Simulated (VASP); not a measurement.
W9C8, 17 atoms in the cell. The cell holds a slab with vacuum, 17 atoms: a = 5.792 Å, b = 5.792 Å, c = 17.258 Å, α = 90.00°, β = 90.00°, γ = 120.00°. 

* Program: VASP 6.6.1
* Task: single point
* Functional: PBEsol
* Potentials or basis: VASP PAW PBE potentials, release 64 (W_sv, C)
* Cutoff: 520 eV
* k mesh: 4 × 4 × 1
* Occupations: gaussian, width 0.05 eV
* Spin: no spin polarisation
* Dipole correction: no
* Further INCAR settings: LREAL = Auto; ALGO = Normal; EDIFF = 1e-06; NBANDS = 93

Potentials or basis: VASP PAW PBE potentials, release 64 (W_sv, C).

The run is started by

```console
$ cat potpaw_PBE.64/W_sv/POTCAR potpaw_PBE.64/C/POTCAR > POTCAR
$ mpirun -np 1 vasp_std > vasp.out
```

Hardware: 1 thread of Intel Xeon 8259CL, with other jobs on the host.

Problem. Estimate the wall time of this run.

Solution. Wall time 52 min on 1 thread of Intel Xeon 8259CL (shared host), peak memory 0.77 GiB. Counts: scf iterations 30, k points 10.
